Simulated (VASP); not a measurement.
# CoBi (rocksalt type) (Fm-3m) in VASP: further runs

The runs below take CoBi (rocksalt type) through density of states, electric field gradients, with PBE.

Program: VASP 6.6.1. These are calculated values, not measurements. Logs are shortened: lines on timing, memory, paths and dates and some standing lists are left out, and cuts for length are marked.

## Step 1: The cell of the first run

It takes space group Fm-3m (No. 225, cubic). The conventional cell has a = 5.401 Å, b = 5.401 Å, c = 5.401 Å, α = 90.00°, β = 90.00°, γ = 90.00°. Within 3.6 Å of Co (site symmetry m-3m) lie 6 Bi at 2.70 Å. Within 3.6 Å of Bi (site symmetry m-3m) lie 6 Co at 2.70 Å.

## Step 2: Density of states, PBE, collinear spin, ferromagnetic start

File POSCAR:

```
CoBi
1.0
    0.0000000000      2.7003338995      2.7003338995
    2.7003338995      0.0000000000      2.7003338995
    2.7003338995      2.7003338995      0.0000000000
Co Bi
1 1
Direct
    0.0000000000      0.0000000000      0.0000000000
    0.5000000000      0.5000000000      0.5000000000
```

File INCAR.step1:

```
PREC = Accurate
ENCUT = 520
EDIFF = 1E-6
ISMEAR = -1
SIGMA = 0.05
LREAL = F
LASPH = T
NELM = 150
ALGO = Normal
ISIF = 2
LWAVE = F
LCHARG = T
ISPIN = 2
MAGMOM = 2 0
LMAXMIX = 4
GGA = PE
NBANDS = 23
```

File KPOINTS.step1:

```
regular mesh
0
Gamma
  13 13 13
```

File INCAR.step2:

```
PREC = Accurate
ENCUT = 520
EDIFF = 1E-6
ISMEAR = -5
SIGMA = 0.05
LREAL = F
LASPH = T
NELM = 150
ALGO = Normal
ISIF = 2
LWAVE = F
LCHARG = F
ISPIN = 2
MAGMOM = 2 0
LORBIT = 11
LMAXMIX = 4
GGA = PE
NEDOS = 2001
ICHARG = 11
```

File KPOINTS.step2:

```
regular mesh
0
Gamma
  20 20 20
```

Potentials or basis: VASP PAW PBE potentials, release 64 (Co, Bi_d).

Run with:

```sh
cat potpaw_PBE.64/Co/POTCAR potpaw_PBE.64/Bi_d/POTCAR > POTCAR
cp INCAR.step1 INCAR
cp KPOINTS.step1 KPOINTS
mpirun -np 1 vasp_std > vasp.out
cp INCAR.step2 INCAR
cp KPOINTS.step2 KPOINTS
mpirun -np 1 vasp_std > vasp.out
```

OUTCAR:

```text
PREC = Accurate
   ENCUT = 520
   EDIFF = 1E-6
   ISMEAR = -5
   LREAL = F
   LASPH = T
   NELM = 150
   ISIF = 2
   ISPIN = 2
   LORBIT = 11
   GGA = PE
   ICHARG = 11

 ion  position               nearest neighbor table
   1  0.000  0.000  0.000-   2 2.70   2 2.70   2 2.70   2 2.70   2 2.70   2 2.70
   2  0.500  0.500  0.500-   1 2.70   1 2.70   1 2.70   1 2.70   1 2.70   1 2.70

  LATTYP: Found a face centered cubic cell.
 ALAT       =     5.4006677990

  Lattice vectors:

 A1 = (   0.0000000000,   2.7003338995,   2.7003338995)
 A2 = (   2.7003338995,   0.0000000000,   2.7003338995)
 A3 = (   2.7003338995,   2.7003338995,   0.0000000000)

Analysis of symmetry for initial positions (statically):
=====================================================================
 Subroutine PRICEL returns:
 Original cell was already a primitive cell.

 Routine SETGRP: Setting up the symmetry group for a
 face centered cubic supercell.

 Subroutine GETGRP returns: Found 48 space group operations
 (whereof 48 operations were pure point group operations)
 out of a pool of 48 trial point group operations.

The static configuration has the point symmetry O_h .

Analysis of symmetry for dynamics (positions and initial velocities):
=====================================================================
 Subroutine PRICEL returns:
 Original cell was already a primitive cell.

 Routine SETGRP: Setting up the symmetry group for a
 face centered cubic supercell.

 Subroutine GETGRP returns: Found 48 space group operations
 (whereof 48 operations were pure point group operations)
 out of a pool of 48 trial point group operations.

The dynamic configuration has the point symmetry O_h .

Analysis of structural, dynamic, and magnetic symmetry:
=====================================================================
 Subroutine PRICEL returns:
 Original cell was already a primitive cell.

 Routine SETGRP: Setting up the symmetry group for a
 face centered cubic supercell.

 Subroutine GETGRP returns: Found 48 space group operations
 (whereof 48 operations were pure point group operations)
 out of a pool of 48 trial point group operations.

The overall configuration has the point symmetry O_h .

 Subroutine INISYM returns: Found 48 space group operations
 (whereof 48 operations are pure point group operations),
 and found     1 'primitive' translations

----------------------------------------------------------------------------------------

                                     Primitive cell

  volume of cell :      39.3806

  direct lattice vectors                    reciprocal lattice vectors
     0.000000000  2.700333899  2.700333899    -0.185162287  0.185162287  0.185162287
     2.700333899  0.000000000  2.700333899     0.185162287 -0.185162287  0.185162287
     2.700333899  2.700333899  0.000000000     0.185162287  0.185162287 -0.185162287

  length of vectors
     3.818848824  3.818848824  3.818848824     0.320710488  0.320710488  0.320710488

  position of ions in fractional coordinates (direct lattice)
     0.000000000  0.000000000  0.000000000
     0.500000000  0.500000000  0.500000000

  ion indices of the primitive-cell ions
   primitive index   ion index
                 1           1
                 2           2

----------------------------------------------------------------------------------------

 KPOINTS: regular mesh

Automatic generation of k-mesh.
 Grid dimensions read from file:
 generate k-points for:   20   20   20

 Generating k-lattice:

  Cartesian coordinates                     Fractional coordinates (reciprocal lattice)
    -0.009258114  0.009258114  0.009258114     0.050000000  0.000000000  0.000000000
     0.009258114 -0.009258114  0.009258114     0.000000000  0.050000000  0.000000000
     0.009258114  0.009258114 -0.009258114     0.000000000  0.000000000  0.050000000

  Length of vectors
     0.016035524  0.016035524  0.016035524

  Shift w.r.t. Gamma in fractional coordinates (k-lattice)
     0.000000000  0.000000000  0.000000000

 TETIRR: Found   1093 inequivalent tetrahedra from    48000

 Subroutine IBZKPT returns following result:
 ===========================================

 Found    256 irreducible k-points:

 Following reciprocal coordinates:
            Coordinates               Weight
  0.000000  0.000000  0.000000      1.000000
  0.050000  0.000000  0.000000      8.000000
  0.100000  0.000000  0.000000      8.000000
  0.150000  0.000000  0.000000      8.000000
  0.200000  0.000000  0.000000      8.000000
  0.250000  0.000000  0.000000      8.000000
[... 16 lines left out ...]
 -0.400000  0.050000  0.000000     24.000000
 -0.350000  0.050000  0.000000     24.000000
 [... further k-points ...]
   k-points           NKPTS =    256   k-points in BZ     NKDIM =    256   number of bands    NBANDS=     17
   number of dos      NEDOS =   2001   number of ions     NIONS =      2
   total plane-waves  NPLWV =  21952
   dimension x,y,z NGX =    28 NGY =   28 NGZ =   28
   dimension x,y,z NGXF=    56 NGYF=   56 NGZF=   56
   ions per type =               1   1
   NGX,Y,Z   is equivalent  to a cutoff of  12.19, 12.19, 12.19 a.u.
   NGXF,Y,Z  is equivalent  to a cutoff of  24.38, 24.38, 24.38 a.u.
 SYSTEM =  unknown system
   PREC   = accura    normal or accurate (medium, high low for compatibility)
   ISTART =      0    job   : 0-new  1-cont  2-samecut
   ICHARG =     11    charge: 1-file 2-atom 10-const
   ISPIN  =      2    spin polarized calculation?
   LNONCOLLINEAR =      F non collinear calculations
   LSORBIT =      F    spin-orbit coupling
   LASPH  =      T    aspherical Exc in radial PAW
   ENCUT  =  520.0 eV  38.22 Ry    6.18 a.u.   7.10  7.10  7.10*2*pi/ulx,y,z
   NELM   =    150;   NELMIN=  2; NELMDL=  0     # of ELM steps
   EDIFF  = 0.1E-05   stopping-criterion for ELM
   LREAL  =      F    real-space projection
   EDIFFG = 0.1E-04   stopping-criterion for IOM
   NSW    =      0    number of steps for IOM
   IBRION =     -1    ionic relax: 0-MD 1-quasi-New 2-CG
   NFREE  =      0    steps in history (QN), initial steepest desc. (CG)
   ISIF   =      2    stress and relaxation
   ISYM   =      2    0-nonsym 1-usesym 2-fastsym
   POTIM  = 0.5000    time-step for ionic-motion
   TEBEG  =    0.0;   TEEND  =   0.0 temperature during run
   PSTRESS=    0.0 pullay stress
   NELECT =      24.0000    total number of electrons
   NUPDOWN=      -1.0000    fix difference up-down
   EMIN   =  10.00;   EMAX   =-10.00  energy-range for DOS
   EFERMI =   0.00;   METHOD = LEGACY
   ISMEAR =    -5;   SIGMA  =   0.05  broadening in eV -4-tet -1-fermi 0-gaus
   EFERMI_NEDOS =   21; number of points for ismear=-14 and -15
   IALGO  =     38    algorithm
   IMIX   =      4    mixing-type and parameters
     AMIX     =   0.40;   BMIX     =  1.00
     AMIX_MAG =   1.60;   BMIX_MAG =  1.00
  volume/ion in A,a.u.               =      19.69       132.88
  Fermi-wavevector in a.u.,A,eV,Ry     =   1.387984  2.622909 26.211616  1.926499
  Thomas-Fermi vector in A             =   2.512153
   LORBIT       =     11    0 simple, 1 ext, 2 COOP (PROOUT), +10 PAW based schemes
   GGA     = PE    functional components
   LHFCALC =     F    Hartree Fock is set to
   AEXX    =    0.0000 exact exchange contribution
   IVDW    =     0    specifies the selected vdW correction
   LEPSILON=     F    determine dielectric tensor
   LRPA    =     F    only Hartree local field effects (RPA)
 spin polarized calculation
 Fermi weights with tetrahedron method with Bloechl corrections
  energy-cutoff  :      520.00
  volume of cell :       39.38
 maximum number of plane-waves:      1073

 number of electron      23.9999990 magnetization       0.5431915

 Free energy of the ion-electron system (eV)
  ---------------------------------------------------
  ext. energy  EPLUGINS =         0.00000000
  ---------------------------------------------------
  free energy    TOTEN  =        -9.83905015 eV

  energy without entropy =       -9.83905015  energy(sigma->0) =       -9.83905015

 E-fermi :   8.9553     XC(G=0): -11.4379

 val. band max:        8.9877723000   @ k =   0.4500   0.3500   0.0000
 cond. band min:       8.9135801374   @ k =  -0.3500   0.4000   0.1500
 fundamental gap:     -0.0741921626
 Fermi energy:         8.9552650654

 spin component 1

 k-point     1 :       0.0000    0.0000    0.0000
  band No.  band energies     occupation
      1     -13.6636      1.00000
      2     -13.6636      1.00000
      3     -13.6298      1.00000
      4     -13.6298      1.00000
      5     -13.6298      1.00000
      6      -4.0890      1.00000
[... 9 lines left out ...]
     16      17.2655      0.00000
     17      19.0457      0.00000
[... 441 lines left out ...]
 k-point    24 :      -0.3500    0.0500    0.0000
  band No.  band energies     occupation
      1     -13.6636      1.00000
      2     -13.6624      1.00000
      3     -13.6191      1.00000
      4     -13.5826      1.00000
      5     -13.5786      1.00000
      6      -2.4172      1.00000
[... 9 lines left out ...]
     16      15.6164      0.00000
     17      16.0693      0.00000

 [... further k-points ...]

 spin component 2

 k-point     1 :       0.0000    0.0000    0.0000
  band No.  band energies     occupation
      1     -13.6669      1.00000
      2     -13.6669      1.00000
      3     -13.6344      1.00000
      4     -13.6344      1.00000
      5     -13.6344      1.00000
      6      -4.1102      1.00000
[... 9 lines left out ...]
     16      17.2028      0.00000
     17      19.0785      0.00000
[... 441 lines left out ...]
 k-point    24 :      -0.3500    0.0500    0.0000
  band No.  band energies     occupation
      1     -13.6674      1.00000
      2     -13.6662      1.00000
      3     -13.6238      1.00000
      4     -13.5869      1.00000
      5     -13.5829      1.00000
      6      -2.4452      1.00000
[... 9 lines left out ...]
     16      15.6858      0.00000
     17      16.1591      0.00000

 [... further k-points ...]

------------------------ aborting loop because EDIFF is reached ----------------------------------------

  FORCE on cell =-STRESS in cart. coord.  units (eV):
  Direction    XX          YY          ZZ          XY          YZ          ZX
  --------------------------------------------------------------------------------------
  -------------------------------------------------------------------------------------
  Total        0.1530443      0.1530443      0.1530443      0.0000000      0.0000000     -0.0000000
  in kB        6.2265194      6.2265194      6.2265194      0.0000000      0.0000000     -0.0000000
  external PRESSURE =       6.2265194 kB  Pullay stress =       0.0000000 kB

 VOLUME and BASIS-vectors are now :
 -----------------------------------------------------------------------------
  energy-cutoff  :      520.00
  volume of cell :       39.38
      direct lattice vectors                 reciprocal lattice vectors
     0.000000000  2.700333899  2.700333899    -0.185162287  0.185162287  0.185162287
     2.700333899  0.000000000  2.700333899     0.185162287 -0.185162287  0.185162287
     2.700333899  2.700333899  0.000000000     0.185162287  0.185162287 -0.185162287

 POSITION                                       TOTAL-FORCE (eV/Angst)
 -----------------------------------------------------------------------------------
      0.00000      0.00000      0.00000        -0.000000     -0.000000     -0.000000
      2.70033      2.70033      2.70033         0.000000      0.000000      0.000000
 -----------------------------------------------------------------------------------
    total drift:                                0.000000      0.000000      0.000000

  FREE ENERGIE OF THE ION-ELECTRON SYSTEM (eV)
  ---------------------------------------------------
  free  energy   TOTEN  =        -9.8390501537 eV

  energy  without entropy=       -9.8390501537  energy(sigma->0) =       -9.83905015

 total charge

# of ion       s       p       d       tot
------------------------------------------
    1        0.397   0.281   7.490   8.168
    2        1.459   1.486   9.947  12.892
--------------------------------------------------
tot          1.856   1.767  17.437  21.060

 magnetization (x)

# of ion       s       p       d       tot
------------------------------------------
    1        0.025   0.001   0.551   0.577
    2        0.010  -0.049   0.006  -0.033
--------------------------------------------------
tot          0.035  -0.048   0.557   0.544
```

It took 3.3 min on 1 thread of AMD EPYC 9R45 (Zen 5), shared host; peak memory 0.36 GiB.

Results:

```
Net moment                                            : 0.54 μB per cell
Site moments                                          : Co +0.58; Bi -0.03 μB
Valence electrons inside the program's atomic spheres : Co 8.17; Bi 12.89
```

Caveat: spin-orbit coupling is left out, which moves the levels of the heavy elements; tetrahedron occupations give inexact forces and stress in metals.

## Step 3: Electric field gradients, PBE, collinear spin, ferromagnetic start

File INCAR:

```
ALGO = Normal
EDIFF = 1E-8
ENCUT = 520
GGA = PE
ISIF = 2
ISMEAR = -1
ISPIN = 2
LASPH = T
LCHARG = F
LEFG = T
LMAXMIX = 4
LORBIT = 11
LREAL = F
LWAVE = F
MAGMOM = 2 0
NBANDS = 23
NELM = 150
PREC = Accurate
SIGMA = 0.05
```

File KPOINTS:

```
k-points
0
Gamma
  13 13 13
```

POSCAR is that of step 2.

Potentials or basis: VASP PAW PBE potentials, release 64 (Co, Bi_d).

Run with:

```sh
cat potpaw_PBE.64/Co/POTCAR potpaw_PBE.64/Bi_d/POTCAR > POTCAR
mpirun -np 1 vasp_std > vasp.out
```

OUTCAR:

```text
EDIFF = 1E-8
   ENCUT = 520
   GGA = PE
   ISIF = 2
   ISMEAR = -1
   ISPIN = 2
   LASPH = T
   LORBIT = 11
   LREAL = F
   NELM = 150
   PREC = Accurate

 ion  position               nearest neighbor table
   1  0.000  0.000  0.000-   2 2.70   2 2.70   2 2.70   2 2.70   2 2.70   2 2.70
   2  0.500  0.500  0.500-   1 2.70   1 2.70   1 2.70   1 2.70   1 2.70   1 2.70

  LATTYP: Found a face centered cubic cell.
 ALAT       =     5.4006677990

  Lattice vectors:
[... 1492 lines left out ...]
   2       0.000    -0.000    -0.000    -0.001    -0.001    -0.001
---------------------------------------------------------------------

 Electric field gradients after diagonalization (V/A^2)
 (convention: |V_zz| > |V_xx| > |V_yy|)
----------------------------------------------------------------------
 ion       V_xx      V_yy      V_zz     asymmetry (V_yy - V_xx)/ V_zz
----------------------------------------------------------------------
   1       0.001     0.001    -0.002       0.000
   2       0.001     0.001    -0.003       0.000
----------------------------------------------------------------------

           NMR quadrupolar parameters

 Cq : quadrupolar parameter    Cq=e*Q*V_zz/h
 eta: asymmetry parameters     (V_yy - V_xx)/ V_zz
 Q  : nuclear electric quadrupole moment in mb (millibarn)
----------------------------------------------------------------------
 ion       Cq(MHz)       eta       Q (mb)
----------------------------------------------------------------------
   1      -0.000       0.000       1.000
   2      -0.000       0.000       1.000
----------------------------------------------------------------------

 total charge

# of ion       s       p       d       tot
------------------------------------------
    1        0.398   0.282   7.485   8.165
    2        1.459   1.487   9.948  12.894
--------------------------------------------------
tot          1.857   1.769  17.433  21.058

 magnetization (x)

# of ion       s       p       d       tot
------------------------------------------
    1        0.024   0.002   0.563   0.589
    2        0.010  -0.047   0.006  -0.031
--------------------------------------------------
tot          0.034  -0.045   0.569   0.558
```

OSZICAR:

```text
N       E                     dE             d eps       ncg     rms          rms(c)
DAV:   1     0.208658807807E+03    0.20866E+03   -0.11564E+04  7798   0.134E+03
DAV:   2     0.645026717642E+01   -0.20221E+03   -0.19414E+03  7875   0.340E+02
DAV:   3    -0.980003218061E+01   -0.16250E+02   -0.16056E+02  9261   0.999E+01
DAV:   4    -0.102647663129E+02   -0.46473E+00   -0.46445E+00  9280   0.173E+01
DAV:   5    -0.102888527259E+02   -0.24086E-01   -0.24085E-01 11450   0.363E+00    0.754E+00
DAV:   6    -0.126621343032E+02   -0.23733E+01   -0.22070E+01  9383   0.389E+01    0.173E+01
DAV:   7    -0.982632775123E+01    0.28358E+01   -0.11585E+01  8904   0.303E+01    0.172E+00
DAV:   8    -0.984709628441E+01   -0.20769E-01   -0.20311E-01 10056   0.313E+00    0.112E+00
DAV:   9    -0.984786934103E+01   -0.77306E-03   -0.23228E-02 11662   0.113E+00    0.433E-01
DAV:  10    -0.984796673632E+01   -0.97395E-04   -0.49773E-03 11440   0.444E-01    0.150E-01
DAV:  11    -0.984789147987E+01    0.75256E-04   -0.47142E-04 11668   0.176E-01    0.335E-02
DAV:  12    -0.984790654436E+01   -0.15064E-04   -0.54288E-05 10651   0.509E-02    0.275E-02
DAV:  13    -0.984790023004E+01    0.63143E-05   -0.55705E-06 11793   0.128E-02    0.922E-03
DAV:  14    -0.984789951933E+01    0.71071E-06   -0.22307E-06 10515   0.983E-03    0.501E-03
DAV:  15    -0.984789912754E+01    0.39179E-06   -0.25825E-07  9887   0.391E-03    0.168E-03
DAV:  16    -0.984789914862E+01   -0.21081E-07   -0.23588E-08  8013   0.111E-03    0.835E-04
DAV:  17    -0.984789917866E+01   -0.30034E-07   -0.16030E-08  6173   0.702E-04    0.145E-04
DAV:  18    -0.984789917060E+01    0.80531E-08   -0.20903E-09  4795   0.321E-04
   1 F= -.98478992E+01 E0= -.98397576E+01  d E =-.162832E-01  mag=     0.5432
```

Run time: 1.9 min. Hardware: 1 thread of AMD EPYC 9R45 (Zen 5), shared host; peak memory 0.23 GiB.

Results:

```yaml
Free_energy: -9.8479 eV
Pressure: -0.1 GPa
Net_moment: 0.54 μB per cell
Site_moments: Co +0.59; Bi -0.03 μB
Valence_electrons_inside_the_program's_atomic_spheres: Co 8.16; Bi 12.89
```

Levels at points of the mesh, in eV from the Fermi level:
Spin up:
```
           k point  band 10  band 11  band 12  band 13  band 14  band 15
(0.00, 0.00, 0.00)    -1.22    -1.22     2.52     2.52     2.52     5.42
```
Spin down:
```csv
k point,band 8,band 9,band 10,band 11,band 12,band 13,band 14,band 15,band 16,band 17
"(0.00, 0.00, 0.00)",-0.86,-0.86,-0.52,-0.52,2.51,2.51,2.51,5.49,8.25,10.12
```

Caveat: without QUAD_EFG the Cq values of the log hold for a quadrupole moment of 1 mb, not for the nuclei; spin-orbit coupling is left out, which moves the levels of the heavy elements.
